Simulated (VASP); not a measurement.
# Be2TlSi2 (I4/mmm) in VASP: further runs

The runs below take Be2TlSi2 through single point, relaxation of cell and atoms, with PBE.

Everything below comes from runs of VASP 6.6.1. Logs are shortened: lines on timing, memory, paths and dates and some standing lists are left out, and cuts for length are marked.

## 1. The cell of the first run

The structure is tetragonal, space group I4/mmm (No. 139). The conventional cell has a = 3.810 Å, b = 3.810 Å, c = 9.996 Å, α = 90.00°, β = 90.00°, γ = 90.00°. Be (site symmetry -4m2) has 4 Si at 2.27 Å and 4 Be at 2.69 Å within 3.0 Å. Within 3.9 Å of Tl (site symmetry 4/mmm) lie 10 Si at 2.97 to 3.74 Å and 8 Be at 3.14 Å and 4 Tl at 3.81 Å. Within 3.0 Å of Si (site symmetry 4mm) lie 4 Be at 2.27 Å and 1 Si at 2.52 Å and 4 Tl at 2.97 Å.

## 2. Single point, PBE

INCAR

```
SYSTEM = Be2TlSi2
ALGO     = Fast           ! electronic algorithm
EDIFF    = 1E-6           ! SCF threshold, eV
ENCUT    = 520            ! plane-wave cutoff, eV
GGA      = PE             ! functional
ISIF     = 2              ! what is computed and relaxed
ISMEAR   = 0              ! smearing method
LASPH    = .TRUE.         ! aspherical terms in the spheres
LCHARG   = .FALSE.        ! write CHGCAR
LREAL    = .FALSE.        ! projectors in reciprocal space
LWAVE    = .FALSE.        ! write WAVECAR
NBANDS   = 20             ! bands
NELM     = 80             ! most SCF steps
PREC     = Accurate       ! precision mode
SIGMA    = 0.1            ! smearing width, eV
```

KPOINTS

```
k-points
0
G
  6 6 6
  0 0 0
```

POSCAR

```
Be2TlSi2
1.0
   -1.9048773718      1.9048773718      4.9979455794
    1.9048773718     -1.9048773718      4.9979455794
    1.9048773718      1.9048773718     -4.9979455794
Be Tl Si
2 1 2
Direct
    0.2500000000      0.7500000000      0.5000000000
    0.7500000000      0.2500000000      0.5000000000
    0.0000000000      0.0000000000      0.0000000000
    0.6260000000      0.6260000000      0.0000000000
    0.3740000000      0.3740000000      0.0000000000
```

Potentials or basis: VASP PAW PBE potentials, release 64 (Be, Tl_d, Si).

Run with:

```sh
cat potpaw_PBE.64/Be/POTCAR potpaw_PBE.64/Tl_d/POTCAR potpaw_PBE.64/Si/POTCAR > POTCAR
mpirun -np 1 vasp_std > vasp.out
```

OUTCAR:

```text
SYSTEM = Be2TlSi2
   EDIFF = 1E-6
   ENCUT = 520
   GGA = PE
   ISIF = 2
   ISMEAR = 0
   LASPH = .TRUE.
   LREAL = .FALSE.
   NELM = 80
   PREC = Accurate

 ion  position               nearest neighbor table
   1  0.250  0.750  0.500-   5 2.27   4 2.27   5 2.27   4 2.27   3 3.14   3 3.14   3 3.14   3 3.14

   2  0.750  0.250  0.500-   5 2.27   4 2.27   5 2.27   4 2.27   3 3.14   3 3.14   3 3.14   3 3.14

   3  0.000  0.000  0.000-   4 2.97   4 2.97   4 2.97   5 2.97   4 2.97   5 2.97   5 2.97   5 2.97
                             1 3.14   2 3.14   2 3.14   1 3.14   2 3.14   1 3.14   1 3.14   2 3.14
   4  0.626  0.626  0.000-   1 2.27   2 2.27   1 2.27   2 2.27   5 2.52   3 2.97   3 2.97   3 2.97
                             3 2.97
   5  0.374  0.374  0.000-   1 2.27   2 2.27   1 2.27   2 2.27   4 2.52   3 2.97   3 2.97   3 2.97
                             3 2.97

  LATTYP: Found a body centered tetragonal cell.
 ALAT       =     3.8097547436
 C/A-ratio  =     2.6237623762

  Lattice vectors:

 A1 = (  -1.9048773718,   1.9048773718,   4.9979455794)
 A2 = (   1.9048773718,  -1.9048773718,   4.9979455794)
 A3 = (   1.9048773718,   1.9048773718,  -4.9979455794)

Analysis of symmetry for initial positions (statically):
=====================================================================
 Subroutine PRICEL returns:
 Original cell was already a primitive cell.

 Routine SETGRP: Setting up the symmetry group for a
 body centered tetragonal supercell.

 Subroutine GETGRP returns: Found 16 space group operations
 (whereof 16 operations were pure point group operations)
 out of a pool of 16 trial point group operations.

The static configuration has the point symmetry D_4h.

Analysis of symmetry for dynamics (positions and initial velocities):
=====================================================================
 Subroutine PRICEL returns:
 Original cell was already a primitive cell.

 Routine SETGRP: Setting up the symmetry group for a
 body centered tetragonal supercell.

 Subroutine GETGRP returns: Found 16 space group operations
 (whereof 16 operations were pure point group operations)
 out of a pool of 16 trial point group operations.

The dynamic configuration has the point symmetry D_4h.

 Subroutine INISYM returns: Found 16 space group operations
 (whereof 16 operations are pure point group operations),
 and found     1 'primitive' translations

----------------------------------------------------------------------------------------

                                     Primitive cell

  volume of cell :      72.5413

  direct lattice vectors                    reciprocal lattice vectors
    -1.904877372  1.904877372  4.997945579     0.000000000  0.262484088  0.100041105
     1.904877372 -1.904877372  4.997945579     0.262484088  0.000000000  0.100041105
     1.904877372  1.904877372 -4.997945579     0.262484088  0.262484088  0.000000000

  length of vectors
     5.677726272  5.677726272  5.677726272     0.280902331  0.280902331  0.371208557

  position of ions in fractional coordinates (direct lattice)
     0.250000000  0.750000000  0.500000000
     0.750000000  0.250000000  0.500000000
     0.000000000  0.000000000  0.000000000
     0.626000000  0.626000000  0.000000000
     0.374000000  0.374000000  0.000000000

  ion indices of the primitive-cell ions
   primitive index   ion index
                 1           1
                 2           2
                 3           3
                 4           4
                 5           5

----------------------------------------------------------------------------------------

 KPOINTS: k-points

Automatic generation of k-mesh.
 Grid dimensions read from file:
 generate k-points for:    6    6    6

 Generating k-lattice:

  Cartesian coordinates                     Fractional coordinates (reciprocal lattice)
     0.000000000  0.043747348  0.016673518     0.166666667  0.000000000  0.000000000
     0.043747348  0.000000000  0.016673518     0.000000000  0.166666667  0.000000000
     0.043747348  0.043747348  0.000000000     0.000000000  0.000000000  0.166666667

  Length of vectors
     0.046817055  0.046817055  0.061868093

  Shift w.r.t. Gamma in fractional coordinates (k-lattice)
     0.000000000  0.000000000  0.000000000

 Subroutine IBZKPT returns following result:
 ===========================================

 Found     30 irreducible k-points:

 Following reciprocal coordinates:
            Coordinates               Weight
  0.000000  0.000000  0.000000      1.000000
  0.166667 -0.000000  0.000000      8.000000
  0.333333 -0.000000  0.000000      8.000000
  0.500000 -0.000000  0.000000      4.000000
  0.166667  0.166667  0.000000      8.000000
  0.333333  0.166667  0.000000     16.000000
[... 16 lines left out ...]
 -0.333333 -0.333333  0.166667      8.000000
 -0.166667 -0.333333  0.166667      8.000000
 [... further k-points ...]
   k-points           NKPTS =     30   k-points in BZ     NKDIM =     30   number of bands    NBANDS=     20
   number of dos      NEDOS =    301   number of ions     NIONS =      5
   total plane-waves  NPLWV =  74088
   dimension x,y,z NGX =    42 NGY =   42 NGZ =   42
   dimension x,y,z NGXF=    84 NGYF=   84 NGZF=   84
   ions per type =               2   1   2
   NGX,Y,Z   is equivalent  to a cutoff of  12.30, 12.30, 12.30 a.u.
   NGXF,Y,Z  is equivalent  to a cutoff of  24.60, 24.60, 24.60 a.u.
 SYSTEM =  Be2TlSi2
   PREC   = accura    normal or accurate (medium, high low for compatibility)
   ISTART =      0    job   : 0-new  1-cont  2-samecut
   ICHARG =      2    charge: 1-file 2-atom 10-const
   ISPIN  =      1    spin polarized calculation?
   LNONCOLLINEAR =      F non collinear calculations
   LSORBIT =      F    spin-orbit coupling
   LASPH  =      T    aspherical Exc in radial PAW
   ENCUT  =  520.0 eV  38.22 Ry    6.18 a.u.  10.56 10.56 10.56*2*pi/ulx,y,z
   NELM   =     80;   NELMIN=  2; NELMDL= -5     # of ELM steps
   EDIFF  = 0.1E-05   stopping-criterion for ELM
   LREAL  =      F    real-space projection
[... 7 lines left out ...]
   TEBEG  =    0.0;   TEEND  =   0.0 temperature during run
   PSTRESS=    0.0 pullay stress
   NELECT =      25.0000    total number of electrons
   NUPDOWN=      -1.0000    fix difference up-down
   EMIN   =  10.00;   EMAX   =-10.00  energy-range for DOS
   EFERMI =   0.00;   METHOD = LEGACY
   ISMEAR =     0;   SIGMA  =   0.10  broadening in eV -4-tet -1-fermi 0-gaus
   EFERMI_NEDOS =   21; number of points for ismear=-14 and -15
   IALGO  =     68    algorithm
   IMIX   =      4    mixing-type and parameters
     AMIX     =   0.40;   BMIX     =  1.00
     AMIX_MAG =   1.60;   BMIX_MAG =  1.00
  volume/ion in A,a.u.               =      14.51        97.91
  Fermi-wavevector in a.u.,A,eV,Ry     =   1.147783  2.168995 17.924383  1.317405
  Thomas-Fermi vector in A             =   2.284461
   LORBIT       =      0    0 simple, 1 ext, 2 COOP (PROOUT), +10 PAW based schemes
   GGA     = PE    functional components
   LHFCALC =     F    Hartree Fock is set to
   AEXX    =    0.0000 exact exchange contribution
   IVDW    =     0    specifies the selected vdW correction
   LEPSILON=     F    determine dielectric tensor
   LRPA    =     F    only Hartree local field effects (RPA)
 non-spin polarized calculation
 RMM-DIIS sequential band-by-band and
 Gauss-broadening in eV      SIGMA  =   0.10
  energy-cutoff  :      520.00
  volume of cell :       72.54
 maximum number of plane-waves:      1966
   NGX = 21   NGY = 21   NGZ = 21

 number of electron      25.0000002 magnetization

 Free energy of the ion-electron system (eV)
  ---------------------------------------------------
  ext. energy  EPLUGINS =         0.00000000
  ---------------------------------------------------
  free energy    TOTEN  =       -18.42080511 eV

  energy without entropy =      -18.41318063  energy(sigma->0) =      -18.41699287

 E-fermi :   8.1400     XC(G=0): -10.7734

 val. band max:        8.1394031387   @ k =   0.0000   0.0000   0.0000
 cond. band min:       8.1541403380   @ k =  -0.3333   0.5000   0.3333
 fundamental gap:      0.0147371993
 Fermi energy:         8.1400391120

 k-point     1 :       0.0000    0.0000    0.0000
  band No.  band energies     occupation
      1      -4.2939      2.00000
      2      -3.5693      2.00000
      3      -3.4649      2.00000
      4      -3.3543      2.00000
      5      -3.3543      2.00000
      6      -3.3416      2.00000
[... 12 lines left out ...]
     19      15.2332      0.00000
     20      16.8757      0.00000

 k-point     2 :       0.1667   -0.0000    0.0000
  band No.  band energies     occupation
      1      -3.9942      2.00000
      2      -3.5230      2.00000
      3      -3.4500      2.00000
      4      -3.3973      2.00000
      5      -3.3825      2.00000
      6      -3.3446      2.00000
[... 12 lines left out ...]
     19      14.0314      0.00000
     20      15.9403      0.00000

 k-point     3 :       0.3333   -0.0000    0.0000
  band No.  band energies     occupation
      1      -3.5953      2.00000
      2      -3.5521      2.00000
      3      -3.4622      2.00000
      4      -3.3295      2.00000
      5      -3.3254      2.00000
      6      -2.9452      2.00000
[... 12 lines left out ...]
     19      14.1455      0.00000
     20      14.4969      0.00000

 k-point     4 :       0.5000   -0.0000    0.0000
  band No.  band energies     occupation
      1      -3.6578      2.00000
      2      -3.5134      2.00000
      3      -3.5011      2.00000
      4      -3.3159      2.00000
      5      -3.2646      2.00000
      6      -1.8979      2.00000
[... 12 lines left out ...]
     19      13.3385      0.00000
     20      15.5350      0.00000

 k-point     5 :       0.1667    0.1667    0.0000
  band No.  band energies     occupation
      1      -3.7537      2.00000
      2      -3.4790      2.00000
      3      -3.4665      2.00000
      4      -3.4125      2.00000
      5      -3.3898      2.00000
      6      -3.2189      2.00000
[... 12 lines left out ...]
     19      13.1137      0.00000
     20      14.9370      0.00000

 k-point     6 :       0.3333    0.1667    0.0000
  band No.  band energies     occupation
      1      -3.6614      2.00000
      2      -3.5679      2.00000
      3      -3.4401      2.00000
      4      -3.3786      2.00000
      5      -3.3151      2.00000
      6      -2.3942      2.00000
[... 12 lines left out ...]
     19      13.7611      0.00000
     20      15.0031      0.00000

 k-point     7 :       0.5000    0.1667    0.0000
  band No.  band energies     occupation
      1      -3.6864      2.00000
      2      -3.6190      2.00000
      3      -3.4297      2.00000
      4      -3.3663      2.00000
      5      -3.2561      2.00000
      6      -1.4993      2.00000
[... 12 lines left out ...]
     19      14.1338      0.00000
     20      15.6131      0.00000
[... 277 lines left out ...]
 k-point    20 :       0.5000    0.5000    0.1667
  band No.  band energies     occupation
      1      -3.8545      2.00000
      2      -3.5437      2.00000
      3      -3.4488      2.00000
      4      -3.3135      2.00000
      5      -3.2674      2.00000
      6      -0.7883      2.00000
[... 12 lines left out ...]
     19      14.8003      0.00000
     20      15.3671      0.00000

 k-point    21 :      -0.3333    0.5000    0.1667
  band No.  band energies     occupation
      1      -3.6484      2.00000
      2      -3.5792      2.00000
      3      -3.4404      2.00000
      4      -3.3727      2.00000
      5      -3.3181      2.00000
      6      -1.8517      2.00000
[... 12 lines left out ...]
     19      13.5838      0.00000
     20      14.0873      0.00000

 k-point    22 :      -0.1667    0.5000    0.1667
  band No.  band energies     occupation
      1      -3.6081      2.00000
      2      -3.5538      2.00000
      3      -3.4624      2.00000
      4      -3.3404      2.00000
      5      -3.3203      2.00000
      6      -2.4814      2.00000
[... 12 lines left out ...]
     19      13.3519      0.00000
     20      13.8230      0.00000

 k-point    23 :      -0.3333   -0.3333    0.1667
  band No.  band energies     occupation
      1      -3.6584      2.00000
      2      -3.4826      2.00000
      3      -3.4796      2.00000
      4      -3.4111      2.00000
      5      -3.3774      2.00000
      6      -2.8547      2.00000
[... 12 lines left out ...]
     19      13.1520      0.00000
     20      13.5492      0.00000

 k-point    24 :      -0.1667   -0.3333    0.1667
  band No.  band energies     occupation
      1      -3.8268      2.00000
      2      -3.5192      2.00000
      3      -3.4661      2.00000
      4      -3.3825      2.00000
      5      -3.3366      2.00000
      6      -3.2441      2.00000
[... 12 lines left out ...]
     19      12.5156      0.00000
     20      14.7672      0.00000

 [... further k-points ...]

------------------------ aborting loop because EDIFF is reached ----------------------------------------

  FORCE on cell =-STRESS in cart. coord.  units (eV):
  Direction    XX          YY          ZZ          XY          YZ          ZX
  --------------------------------------------------------------------------------------
  -------------------------------------------------------------------------------------
  Total        5.6644374      5.6644374      1.9818826      0.0000000      0.0000000      0.0000000
  in kB      125.1070562    125.1070562     43.7726614      0.0000000      0.0000000      0.0000000
  external PRESSURE =      97.9955913 kB  Pullay stress =       0.0000000 kB

 VOLUME and BASIS-vectors are now :
 -----------------------------------------------------------------------------
  energy-cutoff  :      520.00
  volume of cell :       72.54
      direct lattice vectors                 reciprocal lattice vectors
    -1.904877372  1.904877372  4.997945579     0.000000000  0.262484088  0.100041105
     1.904877372 -1.904877372  4.997945579     0.262484088  0.000000000  0.100041105
     1.904877372  1.904877372 -4.997945579     0.262484088  0.262484088  0.000000000

 POSITION                                       TOTAL-FORCE (eV/Angst)
 -----------------------------------------------------------------------------------
      1.90488     -0.00000      2.49897         0.000000      0.000000     -0.000000
     -0.00000      1.90488      2.49897         0.000000      0.000000      0.000000
      0.00000      0.00000      0.00000         0.000000      0.000000     -0.000000
      0.00000      0.00000      6.25743         0.000000      0.000000     -0.454495
      0.00000      0.00000      3.73846        -0.000000     -0.000000      0.454495
 -----------------------------------------------------------------------------------
    total drift:                               -0.000000      0.000000      0.000000

  FREE ENERGIE OF THE ION-ELECTRON SYSTEM (eV)
  ---------------------------------------------------
  free  energy   TOTEN  =       -18.4208051146 eV

  energy  without entropy=      -18.4131806252  energy(sigma->0) =      -18.41699287
```

Wall time 63 s (1 thread of Intel Xeon Platinum 8488C (Sapphire Rapids), shared host); peak memory 0.28 GiB.

What came out:

```
Free energy            : -18.4208 eV
Pressure               : 9.8 GPa
Largest force          : 0.454 eV/Å
Band gap on the k mesh : zero (an odd number of electrons rules out a gap without spin polarisation)
```

Forces in eV/Å, atoms in the order of the input:
```
Be   0.000  0.000  0.000
Be   0.000  0.000  0.000
Tl   0.000  0.000  0.000
Si   0.000  0.000 -0.454
Si   0.000  0.000  0.454
```

Caveat: the cell stands under pressure; spin-orbit coupling is left out, which moves the levels of the heavy elements.

## 3. Single point, PBE

This run uses another cell than the first one, of 16.08 Å³/atom.

INCAR

```
SYSTEM = Be2TlSi2
  PREC = Accurate
  ENCUT = 520
  EDIFF = 1E-7
  ISMEAR = 0
  SIGMA = 0.1
  LREAL = .False.
  LASPH = .True.
  NELM = 60
  ALGO = Fast
  ISIF = 2
  LWAVE = .False.
  LCHARG = .False.
  GGA = PE
  NBANDS = 20
```

KPOINTS

```
regular mesh
0
Gamma
  6 6 6
  0 0 0
```

POSCAR

```
Be2TlSi2
1.0
   -2.0162606745      2.0162606745      4.9436909284
    2.0162606745     -2.0162606745      4.9436909284
    2.0162606745      2.0162606745     -4.9436909284
Be Tl Si
2 1 2
Direct
    0.2500000000      0.7500000000      0.5000000000
    0.7500000000      0.2500000000      0.5000000000
    0.0000000000      0.0000000000      0.0000000000
    0.6236069363      0.6236069363      0.0000000000
    0.3763930637      0.3763930637      0.0000000000
```

Potentials or basis: VASP PAW PBE potentials, release 64 (Be, Tl_d, Si).

Run with:

```sh
cat potpaw_PBE.64/Be/POTCAR potpaw_PBE.64/Tl_d/POTCAR potpaw_PBE.64/Si/POTCAR > POTCAR
mpirun -np 1 vasp_std > vasp.out
```

Run time: 70 s. Hardware: 1 thread of Intel Xeon Platinum 8488C (Sapphire Rapids), shared host; peak memory 0.28 GiB.

It converged, with:

```yaml
Free_energy: -18.7433 eV
Pressure: -0.1 GPa
Largest_force: 0.017 eV/Å
Band_gap_on_the_k_mesh: zero (an odd number of electrons rules out a gap without spin polarisation)
```

Forces on the atoms (eV/Å):
```
Be   0.000  0.000  0.000
Be   0.000  0.000  0.000
Tl   0.000  0.000  0.000
Si   0.000  0.000  0.017
Si   0.000  0.000 -0.017
```

Stress tensor (GPa, compression positive):
```
-0.15  0.00  0.00
 0.00 -0.15  0.00
 0.00  0.00  0.06
```

Levels at points of the mesh, in eV from the Fermi level:
```
           k point  band 11  band 12  band 13  band 14  band 15  band 16
(0.00, 0.00, 0.00)    -2.02    -1.03    -1.03    -0.06     1.42     2.07
(0.50, 0.00, 0.00)    -0.91    -0.53    -0.02     1.08     2.28     3.21
(0.50, 0.50, 0.00)    -3.85    -2.46    -0.86    -0.09     1.21     5.24
(0.50, 0.50, 0.50)    -0.54     0.97     1.99     1.99     2.26     2.92
```

Caveat: spin-orbit coupling is left out, which moves the levels of the heavy elements.

(Part 1 of 2 ends here.)
